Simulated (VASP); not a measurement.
Runs of VASP 6.6.1 on Pd. The structure is that of space group P6_3/mmc (No. 194), or close to it. The cells are those of the table. This isn't the form of Pd at room conditions, which is fcc.

```tsv
task	cell	k mesh	cutoff (eV)	gap on the mesh (eV)	pressure (GPa)
single point	a = 2.736, b = 2.736, c = 9.016 Å, angles 90.0, 90.0, 120.0°, 4 atoms	13 × 13 × 4	520	none	-0.3
single point	a = 2.807, b = 2.807, c = 9.250 Å, angles 90.0, 90.0, 120.0°, 4 atoms	15 × 15 × 4	520	none	-12.8
relaxation of cell and atoms	relaxed from a = 2.751, b = 2.751, c = 8.983 Å, angles 90.0, 90.0, 120.0°, 4 atoms	13 × 13 × 4	600	-	0.0
single point	a = 2.736, b = 2.736, c = 9.016 Å, angles 90.0, 90.0, 120.0°, 4 atoms	17 × 17 × 5	520	none	-0.3
single point	a = 2.772, b = 2.772, c = 9.135 Å, angles 90.0, 90.0, 120.0°, 4 atoms	15 × 15 × 4	520	none	(a)
```

Alike in all rows: level PBEsol; potentials or basis VASP PAW PBE potentials, release 64 (Pd); no spin polarisation; smearing fermi-dirac 0.1 eV.

**Question.** Fill in the values left out.

**Answer.** (a) -7.4.

Caveats: the PAW data sets were made with another functional, which shifts forces and pressure a little; the cell stands under tension (at least some runs); the highest band is partly filled, so the run has too few bands (at least some runs).

A k mesh can miss the band edges, and the runs leave out spin-orbit coupling on Pd.

A gap of «none» marks levels without a gap at the run's occupations.
